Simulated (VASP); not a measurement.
# InGa2As3 (Cmc2_1) in VASP: single point with PBE

Aim: the single point of InGa2As3 with PBE.

All numbers are computed with VASP 6.6.1; they aren't measurements. Logs are shortened: lines on timing, memory, paths and dates and some standing lists are left out, and cuts for length are marked.

## (1) The cell of the first run

Symmetry: Cmc2_1, No. 36, orthorhombic system. The conventional cell has a = 12.478 Å, b = 7.218 Å, c = 6.835 Å, α = 90.00°, β = 90.00°, γ = 90.00°. Within 3.5 Å of In (site symmetry m) lie 4 As at 2.68 Å. Within 3.3 Å of Ga (site symmetry 1) lie 4 As at 2.49 to 2.51 Å. As (site symmetry 1) has 3 Ga at 2.49 to 2.51 Å and 1 In at 2.68 Å within 3.3 Å. As (site symmetry m) has 2 Ga at 2.49 Å and 2 In at 2.68 Å within 3.3 Å.

## (2) Single point, PBE

The input, INCAR:

```
SYSTEM = InGa2As3
ALGO = Normal ; EDIFF = 1E-7
ENCUT = 520 ; GGA = PE
ISIF = 2 ; ISMEAR = 0
LASPH = .TRUE. ; LCHARG = .TRUE.
LELF = .TRUE. ; LREAL = .FALSE.
LVHAR = .TRUE. ; LWAVE = .FALSE.
NBANDS = 66 ; NELM = 60
PREC = Accurate ; SIGMA = 0.2
```

The input, KPOINTS:

```
k-points
0
G
  3 3 3
  0 0 0
```

The input, POSCAR:

```
InGa2As3
1.0
    6.2391334164     -3.6088691515      0.0000000000
    6.2391334164      3.6088691515      0.0000000000
    0.0000000000      0.0000000000      6.8345194797
In Ga As
2 4 6
Direct
    0.1712872139      0.8287127861      0.4995250478
    0.8287127861      0.1712872139     -0.0004749522
    0.4943879698      0.1668911548      0.5003992941
    0.8331088452      0.5056120302      0.5003992941
    0.5056120302      0.8331088452      0.0003992941
    0.1668911548      0.4943879698      0.0003992941
    0.5191812078      0.8336484149      0.3667531810
    0.8140700155      0.1859299845      0.3911700019
    0.1663515851      0.4808187922      0.3667531810
    0.4808187922      0.1663515851      0.8667531810
    0.8336484149      0.5191812078      0.8667531810
    0.1859299845      0.8140700155      0.8911700019
```

Potentials or basis: VASP PAW PBE potentials, release 64 (In_d, Ga_d, As).

Launch:

```bash
$ cat potpaw_PBE.64/In_d/POTCAR potpaw_PBE.64/Ga_d/POTCAR potpaw_PBE.64/As/POTCAR > POTCAR
$ mpirun -np 1 vasp_std > vasp.out
```

OUTCAR:

```text
SYSTEM = InGa2As3
   EDIFF = 1E-7
   ENCUT = 520
   GGA = PE
   ISIF = 2
   ISMEAR = 0
   LASPH = .TRUE.
   LREAL = .FALSE.
   NELM = 60
   PREC = Accurate

 ion  position               nearest neighbor table
   1  0.171  0.829  0.500-  12 2.68   8 2.68   9 2.68   7 2.68
   2  0.829  0.171  1.000-   8 2.68  12 2.68  11 2.68  10 2.68
   3  0.494  0.167  0.500-   8 2.49   7 2.49   9 2.49  10 2.51
   4  0.833  0.506  0.500-   8 2.49   9 2.49   7 2.49  11 2.51
   5  0.506  0.833  0.000-  12 2.49  10 2.49  11 2.49   7 2.51
   6  0.167  0.494  0.000-  12 2.49  11 2.49  10 2.49   9 2.51
   7  0.519  0.834  0.367-   3 2.49   4 2.49   5 2.51   1 2.68
   8  0.814  0.186  0.391-   3 2.49   4 2.49   2 2.68   1 2.68
   9  0.166  0.481  0.367-   4 2.49   3 2.49   6 2.51   1 2.68
  10  0.481  0.166  0.867-   5 2.49   6 2.49   3 2.51   2 2.68
  11  0.834  0.519  0.867-   6 2.49   5 2.49   4 2.51   2 2.68
  12  0.186  0.814  0.891-   5 2.49   6 2.49   1 2.68   2 2.68

  LATTYP: Found a base centered orthorhombic cell.
 ALAT       =     7.2177383030
 B/A-ratio  =     1.7288333698
 C/A-ratio  =     0.9469059687

  Lattice vectors:

 A1 = (  -6.2391334164,  -3.6088691515,   0.0000000000)
 A2 = (   6.2391334164,  -3.6088691515,   0.0000000000)
 A3 = (   0.0000000000,   0.0000000000,   6.8345194797)

Analysis of symmetry for initial positions (statically):
=====================================================================
 Subroutine PRICEL returns:
 Original cell was already a primitive cell.

 Routine SETGRP: Setting up the symmetry group for a
 base centered orthorhombic supercell.

 Subroutine GETGRP returns: Found  4 space group operations
 (whereof  2 operations were pure point group operations)
 out of a pool of  8 trial point group operations.

The static configuration has the point symmetry C_1h.
 The point group associated with its full space group is C_2v.

Analysis of symmetry for dynamics (positions and initial velocities):
=====================================================================
 Subroutine PRICEL returns:
 Original cell was already a primitive cell.

 Routine SETGRP: Setting up the symmetry group for a
 base centered orthorhombic supercell.

 Subroutine GETGRP returns: Found  4 space group operations
 (whereof  2 operations were pure point group operations)
 out of a pool of  8 trial point group operations.

The dynamic configuration has the point symmetry C_1h.
 The point group associated with its full space group is C_2v.

 Subroutine INISYM returns: Found  4 space group operations
 (whereof  2 operations are pure point group operations),
 and found     1 'primitive' translations

----------------------------------------------------------------------------------------

                                     Primitive cell

  volume of cell :     307.7750

  direct lattice vectors                    reciprocal lattice vectors
     6.239133416 -3.608869151  0.000000000     0.080139335 -0.138547556  0.000000000
     6.239133416  3.608869151  0.000000000     0.080139335  0.138547556  0.000000000
     0.000000000  0.000000000  6.834519480     0.000000000  0.000000000  0.146316066

  length of vectors
     7.207684950  7.207684950  6.834519480     0.160055422  0.160055422  0.146316066

  position of ions in fractional coordinates (direct lattice)
     0.171287214  0.828712786  0.499525048
     0.828712786  0.171287214  0.999525048
     0.494387970  0.166891155  0.500399294
     0.833108845  0.505612030  0.500399294
     0.505612030  0.833108845  0.000399294
     0.166891155  0.494387970  0.000399294
     0.519181208  0.833648415  0.366753181
     0.814070016  0.185929984  0.391170002
     0.166351585  0.480818792  0.366753181
     0.480818792  0.166351585  0.866753181
     0.833648415  0.519181208  0.866753181
     0.185929984  0.814070016  0.891170002

  ion indices of the primitive-cell ions
   primitive index   ion index
                 1           1
                 2           2
                 3           3
                 4           4
                 5           5
                 6           6
                 7           7
                 8           8
                 9           9
                10          10
                11          11
                12          12

----------------------------------------------------------------------------------------

 KPOINTS: k-points

Automatic generation of k-mesh.
 Grid dimensions read from file:
 generate k-points for:    3    3    3

 Generating k-lattice:

  Cartesian coordinates                     Fractional coordinates (reciprocal lattice)
     0.026713112 -0.046182519  0.000000000     0.333333333 -0.000000000  0.000000000
     0.026713112  0.046182519  0.000000000    -0.000000000  0.333333333  0.000000000
     0.000000000  0.000000000  0.048772022     0.000000000  0.000000000  0.333333333

  Length of vectors
     0.053351807  0.053351807  0.048772022

  Shift w.r.t. Gamma in fractional coordinates (k-lattice)
     0.000000000  0.000000000  0.000000000

 Subroutine IBZKPT returns following result:
 ===========================================

 Found      8 irreducible k-points:

 Following reciprocal coordinates:
            Coordinates               Weight
  0.000000  0.000000  0.000000      1.000000
  0.333333 -0.000000  0.000000      4.000000
  0.333333  0.333333  0.000000      2.000000
 -0.333333  0.333333  0.000000      2.000000
  0.000000  0.000000  0.333333      2.000000
  0.333333 -0.000000  0.333333      8.000000
  0.333333  0.333333  0.333333      4.000000
 -0.333333  0.333333  0.333333      4.000000
   k-points           NKPTS =      8   k-points in BZ     NKDIM =      8   number of bands    NBANDS=     66
   number of dos      NEDOS =    301   number of ions     NIONS =     12
   total plane-waves  NPLWV = 157464
   dimension x,y,z NGX =    54 NGY =   54 NGZ =   54
   dimension x,y,z NGXF=   108 NGYF=  108 NGZF=  108
   ions per type =               2   4   6
   NGX,Y,Z   is equivalent  to a cutoff of  12.46, 12.46, 13.14 a.u.
   NGXF,Y,Z  is equivalent  to a cutoff of  24.91, 24.91, 26.27 a.u.
 SYSTEM =  InGa2As3
   PREC   = accura    normal or accurate (medium, high low for compatibility)
   ISTART =      0    job   : 0-new  1-cont  2-samecut
   ICHARG =      2    charge: 1-file 2-atom 10-const
   ISPIN  =      1    spin polarized calculation?
   LNONCOLLINEAR =      F non collinear calculations
   LSORBIT =      F    spin-orbit coupling
   LASPH  =      T    aspherical Exc in radial PAW
   ENCUT  =  520.0 eV  38.22 Ry    6.18 a.u.  13.40 13.40 12.71*2*pi/ulx,y,z
   NELM   =     60;   NELMIN=  2; NELMDL= -5     # of ELM steps
   EDIFF  = 0.1E-06   stopping-criterion for ELM
   LREAL  =      F    real-space projection
   EDIFFG = 0.1E-05   stopping-criterion for IOM
   NSW    =      0    number of steps for IOM
   IBRION =     -1    ionic relax: 0-MD 1-quasi-New 2-CG
   NFREE  =      0    steps in history (QN), initial steepest desc. (CG)
   ISIF   =      2    stress and relaxation
   ISYM   =      2    0-nonsym 1-usesym 2-fastsym
   POTIM  = 0.5000    time-step for ionic-motion
   TEBEG  =    0.0;   TEEND  =   0.0 temperature during run
   PSTRESS=    0.0 pullay stress
   NELECT =     108.0000    total number of electrons
   NUPDOWN=      -1.0000    fix difference up-down
   EMIN   =  10.00;   EMAX   =-10.00  energy-range for DOS
   EFERMI =   0.00;   METHOD = LEGACY
   ISMEAR =     0;   SIGMA  =   0.20  broadening in eV -4-tet -1-fermi 0-gaus
   EFERMI_NEDOS =   21; number of points for ismear=-14 and -15
   IALGO  =     38    algorithm
   IMIX   =      4    mixing-type and parameters
     AMIX     =   0.40;   BMIX     =  1.00
     AMIX_MAG =   1.60;   BMIX_MAG =  1.00
  volume/ion in A,a.u.               =      25.65       173.08
  Fermi-wavevector in a.u.,A,eV,Ry     =   1.154707  2.182079 18.141289  1.333347
  Thomas-Fermi vector in A             =   2.291341
   LORBIT       =      0    0 simple, 1 ext, 2 COOP (PROOUT), +10 PAW based schemes
   GGA     = PE    functional components
   LHFCALC =     F    Hartree Fock is set to
   AEXX    =    0.0000 exact exchange contribution
   IVDW    =     0    specifies the selected vdW correction
   LEPSILON=     F    determine dielectric tensor
   LRPA    =     F    only Hartree local field effects (RPA)
 non-spin polarized calculation
 Gauss-broadening in eV      SIGMA  =   0.20
  energy-cutoff  :      520.00
  volume of cell :      307.78
 maximum number of plane-waves:      8383
 NGX is ok and might be reduce to    54
   NGX = 27   NGY = 27   NGZ = 25

 number of electron     108.0000026 magnetization

 Free energy of the ion-electron system (eV)
  ---------------------------------------------------
  ext. energy  EPLUGINS =         0.00000000
  ---------------------------------------------------
  free energy    TOTEN  =       -48.27683981 eV

  energy without entropy =      -48.26461320  energy(sigma->0) =      -48.27072651

 E-fermi :   3.7448     XC(G=0):  -9.1618

 val. band max:        3.7059765175   @ k =   0.0000   0.0000   0.0000
 cond. band min:       4.2638360143   @ k =   0.0000   0.0000   0.0000
 fundamental gap:      0.5578594968
 Fermi energy:         3.7448342567

 k-point     1 :       0.0000    0.0000    0.0000
  band No.  band energies     occupation
      1     -11.1223      2.00000
      2     -11.1221      2.00000
      3     -11.1209      2.00000
      4     -11.1103      2.00000
      5     -11.0874      2.00000
      6     -11.0572      2.00000
[... 58 lines left out ...]
     65       8.0299      0.00000
     66       8.8878      0.00000

 k-point     2 :       0.3333   -0.0000    0.0000
  band No.  band energies     occupation
      1     -11.1283      2.00000
      2     -11.1240      2.00000
      3     -11.1150      2.00000
      4     -11.1054      2.00000
      5     -11.0881      2.00000
      6     -11.0673      2.00000
[... 472 lines left out ...]
     65       8.1022      0.00000
     66       8.1562      0.00000

------------------------ aborting loop because EDIFF is reached ----------------------------------------

  FORCE on cell =-STRESS in cart. coord.  units (eV):
  Direction    XX          YY          ZZ          XY          YZ          ZX
  --------------------------------------------------------------------------------------
  -------------------------------------------------------------------------------------
  Total       -0.2915069     -0.3886348      0.1859044      0.0000000      0.0000000      0.0000000
  in kB       -1.5174909     -2.0231070      0.9677583      0.0000000      0.0000000      0.0000000
  external PRESSURE =      -0.8576132 kB  Pullay stress =       0.0000000 kB

 VOLUME and BASIS-vectors are now :
 -----------------------------------------------------------------------------
  energy-cutoff  :      520.00
  volume of cell :      307.78
      direct lattice vectors                 reciprocal lattice vectors
     6.239133416 -3.608869151  0.000000000     0.080139335 -0.138547556  0.000000000
     6.239133416  3.608869151  0.000000000     0.080139335  0.138547556  0.000000000
     0.000000000  0.000000000  6.834519480     0.000000000  0.000000000  0.146316066

 POSITION                                       TOTAL-FORCE (eV/Angst)
 -----------------------------------------------------------------------------------
      6.23913      2.37256      3.41401         0.000000     -0.008756      0.013686
      6.23913     -2.37256      6.83127         0.000000      0.008756      0.013686
      4.12581     -1.18189      3.41999         0.001913     -0.000430      0.002233
      8.35246     -1.18189      3.41999        -0.001913     -0.000430      0.002233
      8.35246      1.18189      0.00273        -0.001913      0.000430      0.002233
      4.12581      1.18189      0.00273         0.001913      0.000430      0.002233
      8.44048      1.13487      2.50658        -0.054330      0.036256      0.003512
      6.23913     -2.26688      2.67346         0.000000     -0.053308     -0.025176
      4.03778      1.13487      2.50658         0.054330      0.036256      0.003512
      4.03778     -1.13487      5.92384         0.054330     -0.036256      0.003512
      8.44048     -1.13487      5.92384        -0.054330     -0.036256      0.003512
      6.23913      2.26688      6.09072         0.000000      0.053308     -0.025176
 -----------------------------------------------------------------------------------
    total drift:                                0.000000     -0.000000     -0.000171

  FREE ENERGIE OF THE ION-ELECTRON SYSTEM (eV)
  ---------------------------------------------------
  free  energy   TOTEN  =       -48.2768398111 eV

  energy  without entropy=      -48.2646132014  energy(sigma->0) =      -48.27072651
```

Run time: 3.3 min. Hardware: 1 thread of AMD EPYC 9R45 (Zen 5), shared host; peak memory 0.44 GiB.

What came out:

* Free energy: -48.2768 eV
* Pressure: -0.1 GPa
* Largest force: 0.065 eV/Å

Forces on the atoms (eV/Å):
```
In   0.000 -0.009  0.014
In   0.000  0.009  0.014
Ga   0.002  0.000  0.002
Ga  -0.002  0.000  0.002
Ga  -0.002  0.000  0.002
Ga   0.002  0.000  0.002
As  -0.054  0.036  0.004
As   0.000 -0.053 -0.025
As   0.054  0.036  0.004
As   0.054 -0.036  0.004
As  -0.054 -0.036  0.004
As   0.000  0.053 -0.025
```

Caveat: spin-orbit coupling is left out, which moves the levels of the heavy elements.
